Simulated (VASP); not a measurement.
A run of VASP 6.6.1:

File INCAR:

```
PREC = Accurate ; ENCUT = 520
EDIFF = 1E-6 ; ISMEAR = 0
SIGMA = 1.0 ; LREAL = False
LASPH = True ; NELM = 100
ALGO = Normal ; ISIF = 2
LWAVE = False ; LCHARG = True
GGA = PE ; LELF = True
LVHAR = True ; NBANDS = 8
```

File KPOINTS:

```
regular mesh
0
Gamma
  13 13 13
```

The input POSCAR:

```
Al
1.0
    0.0000000000      2.0199630948      2.0199630948
    2.0199630948      0.0000000000      2.0199630948
    2.0199630948      2.0199630948      0.0000000000
Al
1
Direct
    0.0000000000      0.0000000000      0.0000000000
```

Potentials or basis: VASP PAW PBE potentials, release 64 (Al).

Launch:

```console
$ cat potpaw_PBE.64/Al/POTCAR > POTCAR
$ mpirun -np 1 vasp_std > vasp.out
```

Hardware: 1 thread of Intel(R) Xeon(R) Platinum 8375C CPU @ 2.90GHz (Ice Lake) (shared host).

**Question.** How long does it take, and how much memory?

**Answer.** Wall time 7.5 s on 1 thread of Intel(R) Xeon(R) Platinum 8375C CPU @ 2.90GHz (Ice Lake), with other jobs on the host, peak memory 0.13 GiB. Counts: scf iterations 10, k points 84.
